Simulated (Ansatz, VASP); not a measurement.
# KF in VASP and in Ansatz

INCAR

```
SYSTEM = KF
ALGO     = Normal         ! electronic algorithm
EDIFF    = 1E-7           ! SCF threshold, eV
ENCUT    = 520            ! plane-wave cutoff, eV
ISIF     = 2              ! what is computed and relaxed
ISMEAR   = 0              ! smearing method
LASPH    = .True.         ! aspherical terms in the spheres
LCHARG   = .False.        ! write CHGCAR
LREAL    = .False.        ! projectors in reciprocal space
LWAVE    = .False.        ! write WAVECAR
NBANDS   = 15             ! bands
NELM     = 80             ! most SCF steps
PREC     = Accurate       ! precision mode
SIGMA    = 0.05           ! smearing width, eV
```

KPOINTS

```
k-points
0
Gamma
  8 8 8
  0 0 0
```

File POSCAR:

```
KF
1.0
    0.1406665698      2.6676109368      2.6676109368
    2.6676109368      0.1406665698      2.6676109368
    2.6676109368      2.6676109368      0.1406665698
K F
1 1
Direct
    0.0000000000      0.0000000000      0.0000000000
    0.5000000000      0.5000000000      0.5000000000
```

Input for Ansatz:

```yaml
crystal:
  lattice:
    - [0.1406665698, 2.6676109368, 2.6676109368]
    - [2.6676109368, 0.1406665698, 2.6676109368]
    - [2.6676109368, 2.6676109368, 0.1406665698]
  atoms:
    - { symbol: K, position: [0.0, 0.0, 0.0] }
    - { symbol: F, position: [0.5, 0.5, 0.5] }
basis:
  ecutwfc: 520.0
kpoints:
  mp_grid: { grid: [8, 8, 8] }
hamiltonian:
  xc: lda
scf:
  occupations: { method: gaussian, width: 0.05 }
output:
  forces: true
  stress: true
  eigenvalues: true
```

Alike in both runs: task single point; functional LDA; k mesh 8 × 8 × 8; occupations gaussian, width 0.05 eV; no spin polarisation.

|  | VASP | Ansatz |
| --- | --- | --- |
| version | VASP 6.6.1 | Ansatz 0.2.0 |
| potentials or method | VASP PAW LDA potentials, release 64 (K_sv, F), cutoff 520 eV | scalar-relativistic, plane waves, PAW |
| valence electrons in the cell | 16 | 16 |

|  | VASP | Ansatz | Ansatz less VASP |
| --- | --- | --- | --- |
| gap on the k mesh at the Fermi level (eV) | 6.19 | 6.21 | +0.019 |
| least direct gap on the mesh (eV) | 6.19 | 6.21 | +0.019 |
| pressure (GPa) | -0.6 | -0.8 | -0.20 |
| traceless stress, the component that is largest in VASP (GPa) | -0.87 | -0.89 | -0.017 |

LDA's correlation is that of Perdew and Zunger in VASP and of Perdew and Wang (1992) in Ansatz.
